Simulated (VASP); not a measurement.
# BaCrF6 (R-3m) in VASP: further runs

The runs below take BaCrF6 through single point, with LDA+U.

Program: VASP 6.6.1. These are calculated values, not measurements. Logs are shortened: lines on timing, memory, paths and dates and some standing lists are left out, and cuts for length are marked.

## (1) The cell of the first run

Symmetry: R-3m, No. 166, trigonal system. The conventional cell has a = 7.328 Å, b = 7.328 Å, c = 7.137 Å, α = 90.00°, β = 90.00°, γ = 120.00°. Within 3.6 Å of Ba (site symmetry -3m) lie 12 F at 2.70 to 3.00 Å and 2 Cr at 3.57 Å. Within 2.4 Å of Cr (site symmetry -3m) lie 6 F at 1.83 Å. Within 2.4 Å of F (site symmetry m) lie 1 Cr at 1.83 Å.

## (2) Single point, LDA+U, collinear spin, ferromagnetic start

Contents of INCAR:

```
ALGO     = Normal         # electronic algorithm
EDIFF    = 1E-6           # SCF threshold, eV
ENCUT    = 520            # plane-wave cutoff, eV
ISIF     = 2              # what is computed and relaxed
ISMEAR   = 0              # smearing method
ISPIN    = 2              # spin polarisation
LASPH    = True           # aspherical terms in the spheres
LCHARG   = False          # write CHGCAR
LDAU     = True           # DFT+U
LDAUJ    = 0 0.5 0      
LDAUL    = -1 2 -1        # shell
LDAUPRINT= 1            
LDAUTYPE = 1            
LDAUU    = 0 4 0          # U, eV
LMAXMIX  = 4              # l up to which the mixer works
LORBIT   = 11             # projections on sites
LREAL    = False          # projectors in reciprocal space
LWAVE    = False          # write WAVECAR
MAGMOM   = 0 1.86 0.01 0.03 0.01 0.01 0.01 0.03 # initial moments
NBANDS   = 46             # bands
NELM     = 150            # most SCF steps
NUPDOWN  = 2.2            # fixed moment
PREC     = Accurate       # precision mode
SIGMA    = 0.05           # smearing width, eV
```

Contents of KPOINTS:

```
k-points
0
Gamma
  4 4 4
```

Contents of POSCAR:

```
BaCrF6
1.0
    3.6639988200      2.1154107000      2.3789998200
   -3.6639988200      2.1154107000      2.3789998200
    0.0000000000     -4.2308214000      2.3789998200
Ba Cr F
1 1 6
Direct
    0.5000000000      0.5000000000      0.5000000000
    0.0000000000      0.0000000000      0.0000000000
    0.2600000000      0.8970000000      0.2600000000
    0.2600000000      0.2600000000      0.8970000000
    0.8970000000      0.2600000000      0.2600000000
    0.7400000000      0.1030000000      0.7400000000
    0.1030000000      0.7400000000      0.7400000000
    0.7400000000      0.7400000000      0.1030000000
```

Potentials or basis: VASP PAW LDA potentials, release 64 (Ba_sv, Cr_pv, F).

On the command line:

```bash
cat potpaw_LDA.64/Ba_sv/POTCAR potpaw_LDA.64/Cr_pv/POTCAR potpaw_LDA.64/F/POTCAR > POTCAR
mpirun -np 1 vasp_std > vasp.out
```

OUTCAR:

```text
EDIFF = 1E-6
   ENCUT = 520
   ISIF = 2
   ISMEAR = 0
   ISPIN = 2
   LASPH = True
   LORBIT = 11
   LREAL = False
   NELM = 150
   NUPDOWN = 2.2
   PREC = Accurate

 ion  position               nearest neighbor table
   1  0.500  0.500  0.500-   4 2.70   8 2.70   5 2.70   6 2.70   7 2.70   3 2.70   8 3.00   4 3.00
                             7 3.00   6 3.00   3 3.00   5 3.00   2 3.57   2 3.57
   2  0.000  0.000  0.000-   4 1.83   8 1.83   5 1.83   6 1.83   7 1.83   3 1.83   1 3.57   1 3.57

   3  0.260  0.897  0.260-   2 1.83   1 2.70   1 3.00
   4  0.260  0.260  0.897-   2 1.83   1 2.70   1 3.00
   5  0.897  0.260  0.260-   2 1.83   1 2.70   1 3.00
   6  0.740  0.103  0.740-   2 1.83   1 2.70   1 3.00
   7  0.103  0.740  0.740-   2 1.83   1 2.70   1 3.00
   8  0.740  0.740  0.103-   2 1.83   1 2.70   1 3.00

  LATTYP: Found a trigonal (rhomboedric) cell.
 ALAT       =     4.8538118899
 COS(alpha) =    -0.1396585720

  Lattice vectors:

 A1 = (   3.6639988200,   2.1154107000,   2.3789998200)
 A2 = (  -3.6639988200,   2.1154107000,   2.3789998200)
 A3 = (   0.0000000000,  -4.2308214000,   2.3789998200)

Analysis of symmetry for initial positions (statically):
=====================================================================
 Subroutine PRICEL returns:
 Original cell was already a primitive cell.

 Routine SETGRP: Setting up the symmetry group for a
 trigonal (rhombohedral) supercell.

 Subroutine GETGRP returns: Found 12 space group operations
 (whereof 12 operations were pure point group operations)
 out of a pool of 12 trial point group operations.

The static configuration has the point symmetry D_3d.

Analysis of symmetry for dynamics (positions and initial velocities):
=====================================================================
 Subroutine PRICEL returns:
 Original cell was already a primitive cell.

 Routine SETGRP: Setting up the symmetry group for a
 trigonal (rhombohedral) supercell.

 Subroutine GETGRP returns: Found 12 space group operations
 (whereof 12 operations were pure point group operations)
 out of a pool of 12 trial point group operations.

The dynamic configuration has the point symmetry D_3d.

Analysis of structural, dynamic, and magnetic symmetry:
=====================================================================
[... 196 lines left out ...]
 number of electron      64.0000069 magnetization       2.2000004

 Free energy of the ion-electron system (eV)
  ---------------------------------------------------
  ext. energy  EPLUGINS =         0.00000000
  ---------------------------------------------------
  free energy    TOTEN  =       -48.22063144 eV

  energy without entropy =      -48.21620794  energy(sigma->0) =      -48.21841969

 E-fermi :  -1.5855     XC(G=0): -10.3718

 val. band max:        0.6483069657   @ k =   0.5000   0.2500   0.0000
 cond. band min:      -1.5603436577   @ k =   0.2500   0.0000  -0.0000
 fundamental gap:     -2.2086506233
 Fermi energy:         0.6500271204

 spin component 1

 k-point     1 :       0.0000    0.0000    0.0000
  band No.  band energies     occupation
      1     -44.7019      1.00000
      2     -44.3549      1.00000
      3     -44.2745      1.00000
      4     -24.7884      1.00000
      5     -21.9825      1.00000
      6     -21.3567      1.00000
[... 1117 lines left out ...]
     43      11.8561      0.00000
     44      11.8714      0.00000
 Fermi energy:        -1.5854847901

 spin component 2

 k-point     1 :       0.0000    0.0000    0.0000
  band No.  band energies     occupation
      1     -43.0197      1.00000
      2     -42.3024      1.00000
      3     -42.0704      1.00000
      4     -24.7865      1.00000
      5     -21.9247      1.00000
      6     -21.3064      1.00000
[... 1117 lines left out ...]
     43      11.8891      0.00000
     44      11.9023      0.00000
 [bands above 44 left out]

------------------------ aborting loop because EDIFF is reached ----------------------------------------

  FORCE on cell =-STRESS in cart. coord.  units (eV):
  Direction    XX          YY          ZZ          XY          YZ          ZX
  --------------------------------------------------------------------------------------
  -------------------------------------------------------------------------------------
  Total       -3.0021270     -2.4585283      0.6315924      0.0000000      0.3039411      0.0000000
  in kB      -43.4754382    -35.6032881      9.1464335      0.0000000      4.4015363      0.0000000
  external PRESSURE =     -23.3107643 kB  Pullay stress =       0.0000000 kB

 VOLUME and BASIS-vectors are now :
 -----------------------------------------------------------------------------
  energy-cutoff  :      520.00
  volume of cell :      110.64
      direct lattice vectors                 reciprocal lattice vectors
     3.663998820  2.115410700  2.378999820     0.136462926  0.078786907  0.140114905
    -3.663998820  2.115410700  2.378999820    -0.136462926  0.078786907  0.140114905
     0.000000000 -4.230821400  2.378999820     0.000000000 -0.157573815  0.140114905

 POSITION                                       TOTAL-FORCE (eV/Angst)
 -----------------------------------------------------------------------------------
      0.00000      0.00000      3.56850        -0.000000      0.000000      0.000000
      0.00000      0.00000      0.00000        -0.000000      0.000000      0.000000
     -2.33397      1.34752      3.37104        -0.323420      0.131648      0.572606
      0.00000     -2.69503      3.37104        -0.000000     -0.151937      0.646674
      2.33397      1.34752      3.37104         0.323420      0.131648      0.572606
      2.33397     -1.34752      3.76596         0.323420     -0.131648     -0.572606
     -2.33397     -1.34752      3.76596        -0.323420     -0.131648     -0.572606
      0.00000      2.69503      3.76596        -0.000000      0.151937     -0.646674
 -----------------------------------------------------------------------------------
    total drift:                               -0.000000      0.000000     -0.000000

  FREE ENERGIE OF THE ION-ELECTRON SYSTEM (eV)
  ---------------------------------------------------
  free  energy   TOTEN  =       -48.2206314364 eV

  energy  without entropy=      -48.2162079376  energy(sigma->0) =      -48.21841969

 total charge

# of ion       s       p       d       tot
------------------------------------------
    1        1.985   5.626   0.172   7.783
    2        0.373   6.499   3.959  10.831
    3        1.733   4.328   0.000   6.061
    4        1.732   4.331   0.000   6.063
    5        1.733   4.328   0.000   6.061
    6        1.733   4.328   0.000   6.061
    7        1.733   4.328   0.000   6.061
    8        1.732   4.331   0.000   6.063
--------------------------------------------------
tot         12.755  38.098   4.131  54.984

 magnetization (x)

# of ion       s       p       d       tot
------------------------------------------
    1       -0.000  -0.001   0.000  -0.001
    2        0.022   0.015   1.991   2.028
    3        0.000   0.015   0.000   0.015
    4        0.000   0.029   0.000   0.029
    5        0.000   0.015   0.000   0.015
    6        0.000   0.015   0.000   0.015
    7        0.000   0.015   0.000   0.015
    8        0.000   0.029   0.000   0.029
--------------------------------------------------
tot          0.022   0.133   1.992   2.146
```

stdout:

```text
POSCAR found type information on POSCAR BaCrF
 POSCAR found :  3 types and       8 ions
 scaLAPACK will be used
 LDA part: xc-table for (Slater(with rela. corr.)+CA(PZ))
 , standard interpolation
 POSCAR, INCAR and KPOINTS ok, starting setup
 FFT: planning ... GRIDC
 FFT: planning ... GRID_SOFT
 FFT: planning ... GRID
 WAVECAR not read
 entering main loop
```

It took 12 min on 1 thread of AMD EPYC, shared host; peak memory 0.28 GiB.

What came out:

* Free energy: -48.2206 eV
* Pressure: -2.3 GPa
* Largest force: 0.671 eV/Å
* Net moment: 2.20 μB per cell
* Site moments: Ba -0.00; Cr +2.03; F +0.01, +0.03 (each value once) μB
* Valence electrons inside the program's atomic spheres: Ba 7.78; Cr 10.83; F 6.06

Forces in eV/Å, atoms in the order of the input:
```
Ba   0.000  0.000  0.000
Cr   0.000  0.000  0.000
F   -0.323  0.132  0.573
F    0.000 -0.152  0.647
F    0.323  0.132  0.573
F    0.323 -0.132 -0.573
F   -0.323 -0.132 -0.573
F    0.000  0.152 -0.647
```

Eigenvalues of the final occupation matrices:
```tsv
site	spin	trace	eigenvalues
site 2 d	1	3.00	0.30 0.37 0.38 0.98 0.98
site 2 d	2	1.00	0.10 0.10 0.14 0.33 0.33
```

Caveat: spin-orbit coupling is left out, which moves the levels of the heavy elements; the total moment is fixed, so each spin has its own Fermi level; a cell with one magnetic atom can't hold antiferromagnetic order, which such compounds often take. The state reached can hang on the start; a lower one may exist.

(Continued in part 2 of 2.)
